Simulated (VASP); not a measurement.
# WS2 (R3m) in VASP: notebook, part 3 of 3

VASP 6.6.1. Earlier steps stand in the parts before.

**6. Electric field gradients, PBEsol (18.45 Å³/atom)**

This run uses another cell than the first one, of 18.45 Å³/atom.

INCAR

```
ALGO = Normal
EDIFF = 1E-8
ENCUT = 520
GGA = PS
ISIF = 2
ISMEAR = -1
LASPH = T
LCHARG = F
LEFG = T
LREAL = F
LWAVE = F
NBANDS = 20
NELM = 100
PREC = Accurate
SIGMA = 0.03
```

KPOINTS

```
k-points
0
Gamma
  15 15 15
```

POSCAR

```
WS2
1.0
    1.5997790880      0.9236328871      6.2444357484
   -1.5997790880      0.9236328871      6.2444357484
    0.0000000000     -1.8472657741      6.2444357484
W S
1 2
Direct
    0.0000000000      0.0000000000      0.0000000000
    0.7503000000      0.7503000000      0.7503000000
    0.5810000000      0.5810000000      0.5810000000
```

Potentials or basis: VASP PAW PBE potentials, release 64 (W_sv, S).

On the command line:

```sh
$ cat potpaw_PBE.64/W_sv/POTCAR potpaw_PBE.64/S/POTCAR > POTCAR
$ mpirun -np 1 vasp_std > vasp.out
```

OUTCAR:

```text
EDIFF = 1E-8
   ENCUT = 520
   GGA = PS
   ISIF = 2
   ISMEAR = -1
   LASPH = T
   LREAL = F
   NELM = 100
   PREC = Accurate

 ion  position               nearest neighbor table
   1  0.000  0.000  0.000-   2 2.42   2 2.42   2 2.42   3 2.45   3 2.45   3 2.45
   2  0.750  0.750  0.750-   1 2.42   1 2.42   1 2.42
   3  0.581  0.581  0.581-   1 2.45   1 2.45   1 2.45

  LATTYP: Found a trigonal (rhomboedric) cell.
 ALAT       =     6.5119404678
 COS(alpha) =     0.8792939096

  Lattice vectors:

 A1 = (   1.5997790880,   0.9236328871,   6.2444357484)
 A2 = (  -1.5997790880,   0.9236328871,   6.2444357484)
 A3 = (   0.0000000000,  -1.8472657741,   6.2444357484)

Analysis of symmetry for initial positions (statically):
=====================================================================
 Subroutine PRICEL returns:
 Original cell was already a primitive cell.

 Routine SETGRP: Setting up the symmetry group for a
 trigonal (rhombohedral) supercell.

 Subroutine GETGRP returns: Found  6 space group operations
 (whereof  6 operations were pure point group operations)
 out of a pool of 12 trial point group operations.

The static configuration has the point symmetry C_3v.

Analysis of symmetry for dynamics (positions and initial velocities):
=====================================================================
 Subroutine PRICEL returns:
 Original cell was already a primitive cell.

 Routine SETGRP: Setting up the symmetry group for a
 trigonal (rhombohedral) supercell.

 Subroutine GETGRP returns: Found  6 space group operations
 (whereof  6 operations were pure point group operations)
 out of a pool of 12 trial point group operations.

The dynamic configuration has the point symmetry C_3v.

 Subroutine INISYM returns: Found  6 space group operations
 (whereof  6 operations are pure point group operations),
 and found     1 'primitive' translations

----------------------------------------------------------------------------------------

                                     Primitive cell

  volume of cell :      55.3610

  direct lattice vectors                    reciprocal lattice vectors
     1.599779088  0.923632887  6.244435748     0.312543153  0.180446873  0.053380857
    -1.599779088  0.923632887  6.244435748    -0.312543153  0.180446873  0.053380857
     0.000000000 -1.847265774  6.244435748     0.000000000 -0.360893747  0.053380857

  length of vectors
     6.511940468  6.511940468  6.511940468     0.364820247  0.364820247  0.364820247

  position of ions in fractional coordinates (direct lattice)
     0.000000000  0.000000000  0.000000000
     0.750300000  0.750300000  0.750300000
     0.581000000  0.581000000  0.581000000

  ion indices of the primitive-cell ions
   primitive index   ion index
                 1           1
                 2           2
                 3           3

----------------------------------------------------------------------------------------

 KPOINTS: k-points

[... 76 lines left out ...]
   TEBEG  =    0.0;   TEEND  =   0.0 temperature during run
   PSTRESS=    0.0 pullay stress
   NELECT =      26.0000    total number of electrons
   NUPDOWN=      -1.0000    fix difference up-down
   EMIN   =  10.00;   EMAX   =-10.00  energy-range for DOS
   EFERMI =   0.00;   METHOD = LEGACY
   ISMEAR =    -1;   SIGMA  =   0.03  broadening in eV -4-tet -1-fermi 0-gaus
   EFERMI_NEDOS =   21; number of points for ismear=-14 and -15
   IALGO  =     38    algorithm
   IMIX   =      4    mixing-type and parameters
     AMIX     =   0.40;   BMIX     =  1.00
     AMIX_MAG =   1.60;   BMIX_MAG =  1.00
  volume/ion in A,a.u.               =      18.45       124.53
  Fermi-wavevector in a.u.,A,eV,Ry     =   1.272520  2.404714 22.032016  1.619307
  Thomas-Fermi vector in A             =   2.405394
   LORBIT       =      0    0 simple, 1 ext, 2 COOP (PROOUT), +10 PAW based schemes
   GGA     = PS    functional components
   LHFCALC =     F    Hartree Fock is set to
   AEXX    =    0.0000 exact exchange contribution
   IVDW    =     0    specifies the selected vdW correction
   LEPSILON=     F    determine dielectric tensor
   LRPA    =     F    only Hartree local field effects (RPA)
 non-spin polarized calculation
  energy-cutoff  :      520.00
  volume of cell :       55.36
 maximum number of plane-waves:      1508
   NGX = 25   NGY = 25   NGZ = 25

 number of electron      26.0000002 magnetization

 Free energy of the ion-electron system (eV)
  ---------------------------------------------------
  ext. energy  EPLUGINS =         0.00000000
  ---------------------------------------------------
  free energy    TOTEN  =       -25.21602800 eV

  energy without entropy =      -25.21602800  energy(sigma->0) =      -25.21602800

 E-fermi :   7.3696     XC(G=0): -10.9229

 val. band max:        6.8701608077   @ k =   0.4667   0.4667   0.4667
 cond. band min:       7.9332901293   @ k =  -0.2000   0.1333  -0.0000
 fundamental gap:      1.0631293217
 Fermi energy:         7.3695536291

 k-point     1 :       0.0000    0.0000    0.0000
  band No.  band energies     occupation
      1     -67.7438      2.00000
      2     -31.9660      2.00000
      3     -31.8202      2.00000
      4     -31.8202      2.00000
      5      -8.4517      2.00000
      6      -6.5875      2.00000
[... 541 lines left out ...]
     19      15.3016      0.00000
     20      15.7750      0.00000

 [... further k-points ...]

------------------------ aborting loop because EDIFF is reached ----------------------------------------

  FORCE on cell =-STRESS in cart. coord.  units (eV):
  Direction    XX          YY          ZZ          XY          YZ          ZX
  --------------------------------------------------------------------------------------
  -------------------------------------------------------------------------------------
  Total       -2.3148157     -2.3148157     -2.1474958      0.0000000     -0.0000000     -0.0000000
  in kB      -66.9920299    -66.9920299    -62.1497007      0.0000000     -0.0000000     -0.0000000
  external PRESSURE =     -65.3779202 kB  Pullay stress =       0.0000000 kB

 VOLUME and BASIS-vectors are now :
 -----------------------------------------------------------------------------
  energy-cutoff  :      520.00
  volume of cell :       55.36
      direct lattice vectors                 reciprocal lattice vectors
     1.599779088  0.923632887  6.244435748     0.312543153  0.180446873  0.053380857
    -1.599779088  0.923632887  6.244435748    -0.312543153  0.180446873  0.053380857
     0.000000000 -1.847265774  6.244435748     0.000000000 -0.360893747  0.053380857

 POSITION                                       TOTAL-FORCE (eV/Angst)
 -----------------------------------------------------------------------------------
      0.00000      0.00000      0.00000         0.000000     -0.000000     -0.548057
      0.00000      0.00000     14.05560         0.000000     -0.000000     -0.433328
      0.00000      0.00000     10.88405         0.000000      0.000000      0.981385
 -----------------------------------------------------------------------------------
    total drift:                               -0.000000      0.000000     -0.000035

  FREE ENERGIE OF THE ION-ELECTRON SYSTEM (eV)
  ---------------------------------------------------
  free  energy   TOTEN  =       -25.2160280006 eV

  energy  without entropy=      -25.2160280004  energy(sigma->0) =      -25.21602800

 Electric field gradients (V/A^2)
---------------------------------------------------------------------
 ion       V_xx      V_yy      V_zz      V_xy      V_xz      V_yz
---------------------------------------------------------------------
   1      73.118    73.118  -146.235     0.000     0.000    -0.000
   2      22.956    22.956   -45.913     0.000     0.000    -0.000
   3      19.188    19.188   -38.376    -0.000     0.000    -0.000
---------------------------------------------------------------------

 Electric field gradients after diagonalization (V/A^2)
 (convention: |V_zz| > |V_xx| > |V_yy|)
----------------------------------------------------------------------
 ion       V_xx      V_yy      V_zz     asymmetry (V_yy - V_xx)/ V_zz
----------------------------------------------------------------------
   1      73.118    73.118  -146.235       0.000
   2      22.956    22.956   -45.913       0.000
   3      19.188    19.188   -38.376       0.000
----------------------------------------------------------------------

           NMR quadrupolar parameters

 Cq : quadrupolar parameter    Cq=e*Q*V_zz/h
 eta: asymmetry parameters     (V_yy - V_xx)/ V_zz
 Q  : nuclear electric quadrupole moment in mb (millibarn)
----------------------------------------------------------------------
 ion       Cq(MHz)       eta       Q (mb)
----------------------------------------------------------------------
   1      -0.354       0.000       1.000
   2      -0.111       0.000       1.000
   3      -0.093       0.000       1.000
----------------------------------------------------------------------
```

stdout:

```text
POSCAR found type information on POSCAR W S
 POSCAR found :  2 types and       3 ions
 scaLAPACK will be used
 -----------------------------------------------------------------------------
|                                                                             |
|                                                                             |
|     You enforced a specific xc type in the INCAR file but a different       |
|     I HOPE YOU KNOW WHAT YOU ARE DOING!                                     |
|                                                                             |
 -----------------------------------------------------------------------------

 LDA part: xc-table for (Slater+PW92), standard interpolation
 POSCAR, INCAR and KPOINTS ok, starting setup
 FFT: planning ... GRIDC
 FFT: planning ... GRID_SOFT
 FFT: planning ... GRID
 WAVECAR not read
 entering main loop
ion   1

ion   2

ion   3
```

Run time: 10 min. Hardware: 1 thread of Intel Xeon 6975P-C (Granite Rapids), shared host; peak memory 0.57 GiB.

What came out:

| Item | Value |
| --- | --- |
| Free energy | -25.2160 eV |
| Pressure | -6.5 GPa |
| Largest force | 0.981 eV/Å |
| Band gap on the k mesh | 1.06 eV (least direct gap 1.80 eV) |
| Largest electric field gradient by atom | W -146.2; S -45.9, -38.4 V/Å² |

Forces on the atoms (eV/Å):
```
W    0.000  0.000 -0.548
S    0.000  0.000 -0.433
S    0.000  0.000  0.981
```

Stress tensor (GPa, compression positive):
```
-6.70  0.00  0.00
 0.00 -6.70  0.00
 0.00  0.00 -6.21
```

Electric field gradients, principal values (V/Å²):
| atom | least | middle | greatest (by size) |
| --- | --- | --- | --- |
| 1 W | 73.118 | 73.118 | -146.235 |
| 2 S | 22.956 | 22.956 | -45.913 |
| 3 S | 19.188 | 19.188 | -38.376 |

Caveat: the cell stands under tension; without QUAD_EFG the Cq values of the log hold for a quadrupole moment of 1 mb, not for the nuclei; the PAW data sets were made with another functional, which shifts forces and pressure a little; spin-orbit coupling is left out, which moves the levels of the heavy elements; an odd mesh through Γ misses points on the zone boundary, where band edges can lie.

**7. Electric field gradients, PBEsol (equal xx and yy strain of -2 %)**

INCAR

```
SYSTEM = WS2
ALGO = Normal
EDIFF = 1E-8
ENCUT = 520
GGA = PS
ISIF = 2
ISMEAR = -1
LASPH = .TRUE.
LCHARG = .FALSE.
LEFG = .TRUE.
LREAL = .FALSE.
LWAVE = .FALSE.
NBANDS = 20
NELM = 100
PREC = Accurate
SIGMA = 0.03
```

KPOINTS

```
k-points
0
G
  15 15 15
  0 0 0
```

POSCAR

```
WS2
1.0
    1.5474203766      0.8934035710      6.1633300000
   -1.5474203766      0.8934035710      6.1633300000
    0.0000000000     -1.7868071419      6.1633300000
W S
1 2
Direct
    0.0000000000      0.0000000000      0.0000000000
    0.7503000000      0.7503000000      0.7503000000
    0.5810000000      0.5810000000      0.5810000000
```

Potentials or basis: VASP PAW PBE potentials, release 64 (W_sv, S).

On the command line:

```sh
$ cat potpaw_PBE.64/W_sv/POTCAR potpaw_PBE.64/S/POTCAR > POTCAR
$ mpirun -np 1 vasp_std > vasp.out
```

OUTCAR:

```text
SYSTEM = WS2
   EDIFF = 1E-8
   ENCUT = 520
   GGA = PS
   ISIF = 2
   ISMEAR = -1
   LASPH = .TRUE.
   LREAL = .FALSE.
   NELM = 100
   PREC = Accurate

 ion  position               nearest neighbor table
   1  0.000  0.000  0.000-   2 2.36   2 2.36   2 2.36   3 2.39   3 2.39   3 2.39
   2  0.750  0.750  0.750-   1 2.36   1 2.36   1 2.36
   3  0.581  0.581  0.581-   1 2.39   1 2.39   1 2.39

[... 775 lines left out ...]
  free  energy   TOTEN  =       -25.2212699179 eV

  energy  without entropy=      -25.2212699178  energy(sigma->0) =      -25.22126992

 Electric field gradients (V/A^2)
---------------------------------------------------------------------
 ion       V_xx      V_yy      V_zz      V_xy      V_xz      V_yz
---------------------------------------------------------------------
   1      75.496    75.496  -150.991    -0.000     0.000    -0.000
   2      23.898    23.898   -47.797    -0.000     0.000    -0.000
   3      19.903    19.903   -39.807    -0.000    -0.000    -0.000
---------------------------------------------------------------------

 Electric field gradients after diagonalization (V/A^2)
 (convention: |V_zz| > |V_xx| > |V_yy|)
----------------------------------------------------------------------
 ion       V_xx      V_yy      V_zz     asymmetry (V_yy - V_xx)/ V_zz
----------------------------------------------------------------------
   1      75.496    75.496  -150.991       0.000
   2      23.898    23.898   -47.797       0.000
   3      19.903    19.903   -39.807       0.000
----------------------------------------------------------------------

           NMR quadrupolar parameters

 Cq : quadrupolar parameter    Cq=e*Q*V_zz/h
 eta: asymmetry parameters     (V_yy - V_xx)/ V_zz
 Q  : nuclear electric quadrupole moment in mb (millibarn)
----------------------------------------------------------------------
 ion       Cq(MHz)       eta       Q (mb)
----------------------------------------------------------------------
   1      -0.365       0.000       1.000
   2      -0.116       0.000       1.000
   3      -0.096       0.000       1.000
----------------------------------------------------------------------
```

OSZICAR:

```text
N       E                     dE             d eps       ncg     rms          rms(c)
DAV:   1     0.198503601607E+03    0.19850E+03   -0.13066E+04 13768   0.130E+03
DAV:   2    -0.160372695607E+02   -0.21454E+03   -0.20751E+03 15988   0.347E+02
DAV:   3    -0.262848376890E+02   -0.10248E+02   -0.10140E+02 17360   0.712E+01
DAV:   4    -0.264286581878E+02   -0.14382E+00   -0.14370E+00 16572   0.905E+00
DAV:   5    -0.264310439145E+02   -0.23857E-02   -0.23856E-02 17076   0.123E+00    0.302E+01
DAV:   6    -0.254004637856E+02    0.10306E+01   -0.45148E+00 15468   0.151E+01    0.124E+01
DAV:   7    -0.252717822413E+02    0.12868E+00   -0.11593E+00 14596   0.603E+00    0.542E+00
DAV:   8    -0.252233758996E+02    0.48406E-01   -0.25883E-01 15852   0.340E+00    0.137E+00
DAV:   9    -0.252216895139E+02    0.16864E-02   -0.13073E-02 17332   0.765E-01    0.612E-01
DAV:  10    -0.252213015526E+02    0.38796E-03   -0.49034E-03 15948   0.491E-01    0.562E-02
DAV:  11    -0.252212616341E+02    0.39919E-04   -0.50573E-04 15436   0.156E-01    0.612E-02
DAV:  12    -0.252212669102E+02   -0.52761E-05   -0.54248E-05 16080   0.583E-02    0.117E-02
DAV:  13    -0.252212696949E+02   -0.27847E-05   -0.59168E-06 15784   0.181E-02    0.534E-03
DAV:  14    -0.252212698305E+02   -0.13562E-06   -0.82253E-07 16500   0.549E-03    0.175E-03
DAV:  15    -0.252212699095E+02   -0.78967E-07   -0.19331E-07 16140   0.313E-03    0.138E-03
DAV:  16    -0.252212699198E+02   -0.10283E-07   -0.12829E-08 12904   0.769E-04    0.473E-04
DAV:  17    -0.252212699179E+02    0.18858E-08   -0.20913E-09  9032   0.401E-04
   1 F= -.25221270E+02 E0= -.25221270E+02  d E =-.114532E-09
```

stdout:

```text
POSCAR found type information on POSCAR W S
 POSCAR found :  2 types and       3 ions
 scaLAPACK will be used
 -----------------------------------------------------------------------------
|                                                                             |
|                                                                             |
|     You enforced a specific xc type in the INCAR file but a different       |
|     I HOPE YOU KNOW WHAT YOU ARE DOING!                                     |
|                                                                             |
 -----------------------------------------------------------------------------

 LDA part: xc-table for (Slater+PW92), standard interpolation
 POSCAR, INCAR and KPOINTS ok, starting setup
 FFT: planning ... GRIDC
 FFT: planning ... GRID_SOFT
 FFT: planning ... GRID
 WAVECAR not read
 entering main loop
ion   1

ion   2

ion   3
```

Wall time 10 min (1 thread of Intel Xeon Platinum 8488C (Sapphire Rapids), shared host); peak memory 0.55 GiB.

Results:

```yaml
Free_energy: -25.2213 eV
Pressure: 6.7 GPa
Largest_force: 0.770 eV/Å
Band_gap_on_the_k_mesh: 1.07 eV (least direct gap 2.14 eV)
Largest_electric_field_gradient_by_atom: W -151.0; S -47.8, -39.8 V/Å²
```

Forces in eV/Å, atoms in the order of the input:
```
W    0.000  0.000 -0.661
S    0.000  0.000  0.770
S    0.000  0.000 -0.109
```

Electric field gradients, principal values (V/Å²):
```csv
atom,least,middle,greatest (by size)
1 W,75.496,75.496,-150.991
2 S,23.898,23.898,-47.797
3 S,19.903,19.903,-39.807
```

Caveat: the cell differs from its parent crystal (equal xx and yy strain of -2 %); the cell stands under pressure; without QUAD_EFG the Cq values of the log hold for a quadrupole moment of 1 mb, not for the nuclei; the PAW data sets were made with another functional, which shifts forces and pressure a little; spin-orbit coupling is left out, which moves the levels of the heavy elements; an odd mesh through Γ misses points on the zone boundary, where band edges can lie.

**8. The runs side by side**

| cell | gap on the mesh (eV) | pressure (GPa) | largest force (eV/Å) |
| --- | --- | --- | --- |
| a = 6.470 Å, angles 28.4°, 3 atoms | 1.05 | -3.7 | 0.68 |
| a = 6.438 Å, angles 29.0°, 3 atoms | 0.94 | -6.4 | 0.74 |
| a = 6.512 Å, angles 28.4°, 3 atoms | 1.06 | -6.5 | 0.98 |
| a = 6.417 Å, angles 27.9°, 3 atoms | 1.07 | 6.7 | 0.77 |

Alike in all rows: task electric field gradients; level PBEsol; potentials or basis VASP PAW PBE potentials, release 64 (W_sv, S); no spin polarisation; k mesh 15 × 15 × 15; cutoff (eV) 520; smearing fermi-dirac 0.03 eV.

Caveats: the PAW data sets were made with another functional, which shifts forces and pressure a little; spin-orbit coupling is left out, which moves the levels of the heavy elements; an odd mesh through Γ misses points on the zone boundary, where band edges can lie; the cell stands under tension (at least some runs); the cell stands under pressure (at least some runs).

Absolute energies hang on the potentials; compare differences alone.
